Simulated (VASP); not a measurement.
# MnF2 (P-3m1) in VASP: settings compared

MnF2 is run at these levels: PBE+U, PBE+D3(BJ)+U; tasks: single point.

All numbers are computed with VASP 6.6.1; they aren't measurements. Logs are shortened: lines on timing, memory, paths and dates and some standing lists are left out, and cuts for length are marked.

## Step 1: The cell of the first run

The structure is trigonal, space group P-3m1 (No. 164). The conventional cell has a = 3.374 Å, b = 3.374 Å, c = 4.958 Å, α = 90.00°, β = 90.00°, γ = 120.00°. Within 2.9 Å of Mn (site symmetry -3m) lie 6 F at 2.17 Å. F (site symmetry 3m) has 3 Mn at 2.17 Å and 3 F at 2.74 Å within 2.9 Å.

## Step 2: Single point, PBE+U, collinear spin, ferromagnetic start

The input, INCAR:

```
PREC = Accurate
ENCUT = 600
EDIFF = 1E-6
ISMEAR = -4
SIGMA = 0.1
LREAL = False
LASPH = True
NELM = 200
ALGO = Normal
ISIF = 2
LWAVE = False
LCHARG = False
ISPIN = 2
MAGMOM = 5 0 0
LORBIT = 11
LMAXMIX = 4
LDAU = True
LDAUTYPE = 2
LDAUL = 2 -1
LDAUU = 3.9 0
LDAUJ = 0 0
LDAUPRINT = 1
GGA = PE
NBANDS = 24
GGA_COMPAT = False
```

The input, KPOINTS:

```
Automatic mesh
0
Gamma
  8 8 6
```

The input, POSCAR:

```
MnF2
1.0
    3.3743128661      0.0000000000      0.0000000000
   -1.6871564330      2.9222406624      0.0000000000
    0.0000000000      0.0000000000      4.9576215098
Mn F
1 2
Direct
    0.0000000000      0.0000000000      0.0000000000
    0.3333333333      0.6666666667      0.1942625801
    0.6666666667      0.3333333333      0.8057374199
```

Potentials or basis: VASP PAW PBE potentials, release 64 (Mn_pv, F).

Started as:

```
> cat potpaw_PBE.64/Mn_pv/POTCAR potpaw_PBE.64/F/POTCAR > POTCAR
> mpirun -np 1 vasp_std > vasp.out
```

OUTCAR:

```text
PREC = Accurate
   ENCUT = 600
   EDIFF = 1E-6
   ISMEAR = -4
   LREAL = False
   LASPH = True
   NELM = 200
   ISIF = 2
   ISPIN = 2
   LORBIT = 11
   GGA = PE

 ion  position               nearest neighbor table
   1  0.000  0.000  0.000-   2 2.17   3 2.17   3 2.17   2 2.17   3 2.17   2 2.17
   2  0.333  0.667  0.194-   1 2.17   1 2.17   1 2.17
   3  0.667  0.333  0.806-   1 2.17   1 2.17   1 2.17

  LATTYP: Found a hexagonal cell.
 ALAT       =     3.3743128661
 C/A-ratio  =     1.4692240188

  Lattice vectors:

 A1 = (   3.3743128661,   0.0000000000,   0.0000000000)
 A2 = (  -1.6871564330,   2.9222406624,   0.0000000000)
 A3 = (   0.0000000000,   0.0000000000,   4.9576215098)

Analysis of symmetry for initial positions (statically):
=====================================================================
 Subroutine PRICEL returns:
 Original cell was already a primitive cell.

 Routine SETGRP: Setting up the symmetry group for a
 hexagonal supercell.

 Subroutine GETGRP returns: Found 12 space group operations
 (whereof 12 operations were pure point group operations)
 out of a pool of 24 trial point group operations.

The static configuration has the point symmetry D_3d.

Analysis of symmetry for dynamics (positions and initial velocities):
=====================================================================
 Subroutine PRICEL returns:
 Original cell was already a primitive cell.

 Routine SETGRP: Setting up the symmetry group for a
 hexagonal supercell.

 Subroutine GETGRP returns: Found 12 space group operations
 (whereof 12 operations were pure point group operations)
 out of a pool of 24 trial point group operations.

The dynamic configuration has the point symmetry D_3d.

Analysis of structural, dynamic, and magnetic symmetry:
=====================================================================
 Subroutine PRICEL returns:
 Original cell was already a primitive cell.

 Routine SETGRP: Setting up the symmetry group for a
 hexagonal supercell.

 Subroutine GETGRP returns: Found 12 space group operations
 (whereof 12 operations were pure point group operations)
 out of a pool of 24 trial point group operations.

The overall configuration has the point symmetry D_3d.

 Subroutine INISYM returns: Found 12 space group operations
 (whereof 12 operations are pure point group operations),
 and found     1 'primitive' translations

----------------------------------------------------------------------------------------

                                     Primitive cell

  volume of cell :      48.8849

  direct lattice vectors                    reciprocal lattice vectors
     3.374312866  0.000000000  0.000000000     0.296356633  0.171101582  0.000000000
    -1.687156433  2.922240662  0.000000000     0.000000000  0.342203164  0.000000000
     0.000000000  0.000000000  4.957621510     0.000000000  0.000000000  0.201709630

  length of vectors
     3.374312866  3.374312866  4.957621510     0.342203164  0.342203164  0.201709630

  position of ions in fractional coordinates (direct lattice)
     0.000000000  0.000000000  0.000000000
     0.333333333  0.666666667  0.194262580
     0.666666667  0.333333333  0.805737420

  ion indices of the primitive-cell ions
   primitive index   ion index
                 1           1
                 2           2
                 3           3

----------------------------------------------------------------------------------------

 KPOINTS: Automatic mesh

Automatic generation of k-mesh.
 Grid dimensions read from file:
 generate k-points for:    8    8    6

 Generating k-lattice:

[... 64 lines left out ...]
   LREAL  =      F    real-space projection
   EDIFFG = 0.1E-04   stopping-criterion for IOM
   NSW    =      0    number of steps for IOM
   IBRION =     -1    ionic relax: 0-MD 1-quasi-New 2-CG
   NFREE  =      0    steps in history (QN), initial steepest desc. (CG)
   ISIF   =      2    stress and relaxation
   ISYM   =      2    0-nonsym 1-usesym 2-fastsym
   POTIM  = 0.5000    time-step for ionic-motion
   TEBEG  =    0.0;   TEEND  =   0.0 temperature during run
   PSTRESS=    0.0 pullay stress
   NELECT =      27.0000    total number of electrons
   NUPDOWN=      -1.0000    fix difference up-down
   EMIN   =  10.00;   EMAX   =-10.00  energy-range for DOS
   EFERMI =   0.00;   METHOD = LEGACY
   ISMEAR =    -4;   SIGMA  =   0.10  broadening in eV -4-tet -1-fermi 0-gaus
   EFERMI_NEDOS =   21; number of points for ismear=-14 and -15
   IALGO  =     38    algorithm
   IMIX   =      4    mixing-type and parameters
     AMIX     =   0.40;   BMIX     =  1.00
     AMIX_MAG =   1.60;   BMIX_MAG =  1.00
  volume/ion in A,a.u.               =      16.29       109.96
  Fermi-wavevector in a.u.,A,eV,Ry     =   1.343191  2.538263 24.547124  1.804163
  Thomas-Fermi vector in A             =   2.471285
   LORBIT       =     11    0 simple, 1 ext, 2 COOP (PROOUT), +10 PAW based schemes
 LDA+U is selected, type is set to LDAUTYPE =  2
   angular momentum for each species LDAUL =     2   -1
   U (eV)           for each species LDAUU =   3.9  0.0
   J (eV)           for each species LDAUJ =   0.0  0.0
   GGA     = PE    functional components
   LHFCALC =     F    Hartree Fock is set to
   AEXX    =    0.0000 exact exchange contribution
   IVDW    =     0    specifies the selected vdW correction
   LEPSILON=     F    determine dielectric tensor
   LRPA    =     F    only Hartree local field effects (RPA)
 spin polarized calculation
 Fermi weights with tetrahedron method witout Bloechl corrections
  energy-cutoff  :      600.00
  volume of cell :       48.88
 maximum number of plane-waves:      1646
 NGX is ok and might be reduce to    28
   NGX = 13   NGY = 13   NGZ = 19

atom =   1  type =  1  l = 2

 onsite density matrix

spin component  1

  0.9638  0.0000 -0.0000 -0.0159 -0.0000
  0.0000  0.9624 -0.0000  0.0000 -0.0159
 -0.0000 -0.0000  0.9448  0.0000  0.0000
 -0.0159  0.0000  0.0000  0.9624 -0.0000
 -0.0000 -0.0159  0.0000 -0.0000  0.9638

spin component  2

  0.0354  0.0000 -0.0000 -0.0217  0.0000
  0.0000  0.0317 -0.0000  0.0000 -0.0217
 -0.0000 -0.0000  0.0122  0.0000  0.0000
 -0.0217  0.0000  0.0000  0.0317 -0.0000
  0.0000 -0.0217  0.0000 -0.0000  0.0354

 occupancies and eigenvectors

  o =  0.0118  v =  0.0000  0.0000  0.0000  0.0000  0.0000  0.6112 -0.3156  0.0000  0.6654 -0.2899      0.0000  0.0000  0.0000  0.0000  0.0000  0.0000  0.0000  0.0000  0.0000  0.0000
  o =  0.0118  v =  0.0000  0.0000  0.0000  0.0000  0.0000 -0.2899 -0.6654  0.0000 -0.3156 -0.6112      0.0000  0.0000  0.0000  0.0000  0.0000  0.0000  0.0000  0.0000  0.0000  0.0000
  o =  0.0122  v =  0.0000  0.0000  0.0000  0.0000  0.0000  0.0000 -0.0000 -1.0000  0.0000 -0.0000      0.0000  0.0000  0.0000  0.0000  0.0000  0.0000  0.0000  0.0000  0.0000  0.0000
  o =  0.0553  v =  0.0000  0.0000  0.0000  0.0000  0.0000 -0.6651 -0.2905  0.0000  0.6109  0.3162      0.0000  0.0000  0.0000  0.0000  0.0000  0.0000  0.0000  0.0000  0.0000  0.0000
  o =  0.0553  v =  0.0000  0.0000  0.0000  0.0000  0.0000  0.3162 -0.6109  0.0000 -0.2905  0.6651      0.0000  0.0000  0.0000  0.0000  0.0000  0.0000  0.0000  0.0000  0.0000  0.0000
  o =  0.9448  v = -0.0000  0.0000 -1.0000 -0.0000  0.0000  0.0000  0.0000  0.0000  0.0000  0.0000      0.0000  0.0000  0.0000  0.0000  0.0000  0.0000  0.0000  0.0000  0.0000  0.0000
  o =  0.9472  v = -0.6246  0.3101  0.0000 -0.6524  0.2968  0.0000  0.0000  0.0000  0.0000  0.0000      0.0000  0.0000  0.0000  0.0000  0.0000  0.0000  0.0000  0.0000  0.0000  0.0000
  o =  0.9472  v =  0.2968  0.6524  0.0000  0.3101  0.6246  0.0000  0.0000  0.0000  0.0000  0.0000      0.0000  0.0000  0.0000  0.0000  0.0000  0.0000  0.0000  0.0000  0.0000  0.0000
  o =  0.9791  v = -0.6524 -0.2968  0.0000  0.6246  0.3101  0.0000  0.0000  0.0000  0.0000  0.0000      0.0000  0.0000  0.0000  0.0000  0.0000  0.0000  0.0000  0.0000  0.0000  0.0000
  o =  0.9791  v =  0.3101 -0.6246  0.0000 -0.2968  0.6524  0.0000  0.0000  0.0000  0.0000  0.0000      0.0000  0.0000  0.0000  0.0000  0.0000  0.0000  0.0000  0.0000  0.0000  0.0000

 number of electron      27.0000017 magnetization       5.0000004

 Free energy of the ion-electron system (eV)
  ---------------------------------------------------
  ext. energy  EPLUGINS =         0.00000000
  ---------------------------------------------------
  free energy    TOTEN  =       -18.70124639 eV

  energy without entropy =      -18.70124639  energy(sigma->0) =      -18.70124639

 E-fermi :  -0.2129     XC(G=0):  -8.4655

 val. band max:       -0.3052355258   @ k =   0.0000   0.0000   0.5000
 cond. band min:       2.7992153448   @ k =   0.0000   0.0000   0.0000
 fundamental gap:      3.1044508706
 Fermi energy:        -0.2129260010

 spin component 1

 k-point     1 :       0.0000    0.0000    0.0000
  band No.  band energies     occupation
      1     -48.7800      1.00000
      2     -48.6670      1.00000
      3     -48.6670      1.00000
      4     -22.5157      1.00000
      5     -21.8958      1.00000
      6      -5.4807      1.00000
[... 1289 lines left out ...]
     23      15.7851      0.00000
     24      18.3730      0.00000

 [... further k-points ...]
[... 5 lines left out ...]
  --------------------------------------------------------------------------------------
  -------------------------------------------------------------------------------------
  Total       -0.2822869     -0.2822869     -0.1639249     -0.0000000      0.0000000     -0.0000000
  in kB       -9.2518091     -9.2518091     -5.3725548     -0.0000000      0.0000000     -0.0000000
  external PRESSURE =      -7.9587243 kB  Pullay stress =       0.0000000 kB

 VOLUME and BASIS-vectors are now :
 -----------------------------------------------------------------------------
  energy-cutoff  :      600.00
  volume of cell :       48.88
      direct lattice vectors                 reciprocal lattice vectors
     3.374312866  0.000000000  0.000000000     0.296356633  0.171101582  0.000000000
    -1.687156433  2.922240662  0.000000000     0.000000000  0.342203164  0.000000000
     0.000000000  0.000000000  4.957621510     0.000000000  0.000000000  0.201709630

 POSITION                                       TOTAL-FORCE (eV/Angst)
 -----------------------------------------------------------------------------------
      0.00000      0.00000      0.00000        -0.000000      0.000000     -0.000000
     -0.00000      1.94816      0.96308         0.000000      0.000000     -0.039528
      1.68716      0.97408      3.99454        -0.000000     -0.000000      0.039528
 -----------------------------------------------------------------------------------
    total drift:                               -0.000000      0.000000     -0.000000

  FREE ENERGIE OF THE ION-ELECTRON SYSTEM (eV)
  ---------------------------------------------------
  free  energy   TOTEN  =       -18.7012463895 eV

  energy  without entropy=      -18.7012463895  energy(sigma->0) =      -18.70124639

 total charge

# of ion       s       p       d       tot
------------------------------------------
    1        0.158   6.131   4.926  11.215
    2        1.731   4.357   0.000   6.088
    3        1.731   4.357   0.000   6.088
--------------------------------------------------
tot          3.619  14.845   4.926  23.390

 magnetization (x)

# of ion       s       p       d       tot
------------------------------------------
    1        0.024   0.019   4.641   4.685
    2        0.005   0.049   0.000   0.054
    3        0.005   0.049   0.000   0.054
--------------------------------------------------
tot          0.035   0.117   4.641   4.793
```

Wall time 2.1 min (1 thread of AMD EPYC 9R45 (Zen 5), shared host); peak memory 0.22 GiB.

What came out:

| Quantity | Value |
| --- | --- |
| Free energy | -18.7012 eV |
| Pressure | -0.8 GPa |
| Largest force | 0.040 eV/Å |
| Band gap on the k mesh | 3.10 eV, indirect (least direct gap 3.12 eV) |
| Net moment | 5.00 μB per cell |
| Site moments | Mn +4.68; F +0.05 μB |
| Valence electrons inside the program's atomic spheres | Mn 11.21; F 6.09 |

Forces on the atoms (eV/Å):
```
Mn   0.000  0.000  0.000
F    0.000  0.000 -0.040
F    0.000  0.000  0.040
```

Stress tensor (GPa, compression positive):
```
-0.93  0.00  0.00
 0.00 -0.93  0.00
 0.00  0.00 -0.54
```

Eigenvalues of the final occupation matrices:
| site | spin | trace | eigenvalues |
| --- | --- | --- | --- |
| site 1 d | 1 | 4.80 | 0.94 0.95 0.95 0.98 0.98 |
| site 1 d | 2 | 0.15 | 0.01 0.01 0.01 0.06 0.06 |

Caveat: a cell with one magnetic atom can't hold antiferromagnetic order, which such compounds often take.

## Step 3: Single point, PBE+D3(BJ)+U, collinear spin, ferromagnetic start

The input, INCAR:

```
  ALGO = Normal
  EDIFF = 1E-6
  ENCUT = 600
  GGA = PE
  GGA_COMPAT = False
  ISIF = 2
  ISMEAR = 0
  ISPIN = 2
  IVDW = 12
  LASPH = True
  LCHARG = False
  LDAU = True
  LDAUJ = 0 0
  LDAUL = 2 -1
  LDAUPRINT = 1
  LDAUTYPE = 2
  LDAUU = 3.9 0
  LMAXMIX = 4
  LORBIT = 11
  LREAL = False
  LWAVE = False
  MAGMOM = 5 0 0
  NBANDS = 24
  NELM = 200
  PREC = Accurate
  SIGMA = 0.05
```

The input, KPOINTS:

```
k-points
0
Gamma
  8 8 6
```

POSCAR is that of step 2.

Potentials or basis: VASP PAW PBE potentials, release 64 (Mn_pv, F).

Started as:

```
> cat potpaw_PBE.64/Mn_pv/POTCAR potpaw_PBE.64/F/POTCAR > POTCAR
> mpirun -np 1 vasp_std > vasp.out
```

Wall time 2.3 min (1 thread of AMD EPYC 9R45 (Zen 5), shared host); peak memory 0.23 GiB.

The run converged. Its results:

- Free energy: -19.0415 eV
- Pressure: -2.0 GPa
- Largest force: 0.035 eV/Å
- Band gap on the k mesh: 3.10 eV, indirect (least direct gap 3.12 eV)
- Net moment: 5.00 μB per cell
- Site moments: Mn +4.68; F +0.05 μB
- Valence electrons inside the program's atomic spheres: Mn 11.21; F 6.09
- Dispersion energy per atom: -0.113 eV

Forces on the atoms (eV/Å):
```
Mn   0.000  0.000  0.000
F    0.000  0.000 -0.035
F    0.000  0.000  0.035
```

Stress tensor (GPa, compression positive):
```
-2.05  0.00  0.00
 0.00 -2.05  0.00
 0.00  0.00 -1.76
```

Levels at points of the mesh, in eV from the valence-band top:
Spin up:
```csv
k point,band 12,band 13,band 14,band 15,band 16,band 17,band 18,band 19,band 20,band 21
"(0.00, 0.00, 0.00)",-2.28,-2.28,-1.42,-0.02,-0.02,3.10,7.88,10.86,15.11,15.11
"(0.50, 0.00, 0.00)",-2.20,-2.03,-1.88,-0.78,-0.17,7.84,8.41,11.51,11.98,13.29
"(0.00, 0.00, 0.50)",-2.29,-2.29,-1.41,0.00,0.00,4.42,5.80,13.07,15.23,15.23
"(0.50, 0.00, 0.50)",-2.18,-2.03,-1.87,-0.81,-0.20,8.34,8.50,9.73,11.06,15.54
```
Spin down:
```
           k point  band 7  band 8  band 9  band 10  band 11  band 12  band 13  band 14  band 15  band 16
(0.00, 0.00, 0.00)   -3.70   -3.70   -2.77    -2.77    -2.32     3.80     5.60     5.60     6.03     6.70
(0.50, 0.00, 0.00)   -3.98   -3.57   -3.14    -2.81    -2.70     5.20     5.59     6.11     6.22     6.69
(0.00, 0.00, 0.50)   -3.68   -3.68   -2.79    -2.79    -2.78     5.27     5.58     5.58     6.18     6.28
(0.50, 0.00, 0.50)   -4.14   -3.52   -3.19    -2.66    -2.61     5.30     5.74     6.10     6.19     6.69
```

Eigenvalues of the final occupation matrices:
| site | spin | trace | eigenvalues |
| --- | --- | --- | --- |
| site 1 d | 1 | 4.80 | 0.94 0.95 0.95 0.98 0.98 |
| site 1 d | 2 | 0.15 | 0.01 0.01 0.01 0.06 0.06 |

Caveat: a cell with one magnetic atom can't hold antiferromagnetic order, which such compounds often take.

[end of part 1 of 2]
